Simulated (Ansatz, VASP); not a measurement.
**MgF2 in VASP and in Ansatz**

File POSCAR:

```
MgF2
1.0
    4.6220159946      0.0000000000      0.0000000000
    0.0000000000      4.6220159946      0.0000000000
    0.0000000000      0.0000000000      3.0765728771
Mg F
2 4
Direct
    0.0000000000      0.0000000000      0.0000000000
    0.5000000000      0.5000000000      0.5000000000
    0.3033639063      0.3033639063      0.0000000000
    0.1966360937      0.8033639063      0.5000000000
    0.8033639063      0.1966360937      0.5000000000
    0.6966360937      0.6966360937      0.0000000000
```

File INCAR.step1:

```
SYSTEM = MgF2
PREC = Accurate ; ENCUT = 520
EDIFF = 1E-5 ; ISMEAR = 0
SIGMA = 0.01 ; LREAL = .False.
LASPH = .True. ; NELM = 120
ALGO = Normal ; ISIF = 2
LWAVE = .True. ; LCHARG = .False.
NBANDS = 25 ; GGA = PE
GGA_COMPAT = .False. ; KPAR = 4
```

Contents of INCAR.step2:

```
SYSTEM = MgF2
PREC = Accurate ; ENCUT = 520
EDIFF = 1E-6 ; ISMEAR = 0
SIGMA = 0.01 ; LREAL = .False.
LASPH = .True. ; NELM = 120
ALGO = Normal ; ISIF = 2
LWAVE = .False. ; LCHARG = .False.
GGA = PE ; LHFCALC = .True.
HFSCREEN = 0.2079 ; PRECFOCK = Normal
NBANDS = 25 ; ISTART = 1
GGA_COMPAT = .False. ; KPAR = 4
```

KPOINTS

```
Automatic mesh
0
Gamma
  4 4 6
  0 0 0
```

Input for Ansatz:

```yaml
crystal:
  lattice:
    - [4.6220159946, 0.0, 0.0]
    - [0.0, 4.6220159946, 0.0]
    - [0.0, 0.0, 3.0765728771]
  atoms:
    - { symbol: Mg, position: [0.0, 0.0, 0.0] }
    - { symbol: Mg, position: [0.5, 0.5, 0.5] }
    - { symbol: F, position: [0.3033639063, 0.3033639063, 0.0] }
    - { symbol: F, position: [0.1966360937, 0.8033639063, 0.5] }
    - { symbol: F, position: [0.8033639063, 0.1966360937, 0.5] }
    - { symbol: F, position: [0.6966360937, 0.6966360937, 0.0] }
kpoints:
  mp_grid: { grid: [4, 4, 6] }
  band_path:
    path:
      - [0.0, 0.0, 0.0]
      - [0.0, 0.5, 0.0]
      - [0.5, 0.5, 0.0]
      - [0.0, 0.0, 0.5]
      - [0.0, 0.5, 0.5]
      - [0.5, 0.5, 0.5]
    npoints: 1
hamiltonian:
  xc: hse06
scf:
  occupations: { method: fixed }
  n_extra_bands: 5
output:
  forces: true
  stress: true
  eigenvalues: true
```

Change from the starting cell: uniaxial_z strain +1.0%.

Alike in both runs: task single point; functional HSE06; k mesh 4 × 4 × 6; no spin polarisation.

|  | VASP | Ansatz |
| --- | --- | --- |
| version | VASP 6.6.1 | Ansatz 0.2.0 |
| potentials or method | VASP PAW PBE potentials, release 64 (Mg, F) | plane waves, PAW |
| plane-wave cutoff (eV) | 520 | 420 |
| occupations | gaussian, width 0.01 eV | fixed |
| valence electrons in the cell | 32 | 48 |

VASP gave:

```
gap on the k mesh at the Fermi level (eV)                     : 9.32
pressure (GPa)                                                : -0.4
traceless stress, the component that is largest in VASP (GPa) : -0.99
rms of the force components (eV/Å)                            : 0.007
```

**Question.** Which values does Ansatz return?

**Answer.** gap on the k mesh at the Fermi level (eV): 9.38; pressure (GPa): 0.0; traceless stress, the component that is largest in VASP (GPa): -0.98; rms of the force components (eV/Å): 0.009.

Atom by atom the forces differ by 0.002 eV/Å (rms over components). VASP's potentials hold 32 valence electrons a cell and Ansatz's 48, so a difference there can come from the potentials and not from the codes. Ansatz's warnings: stress exchange threshold loose, stress scf threshold loose.
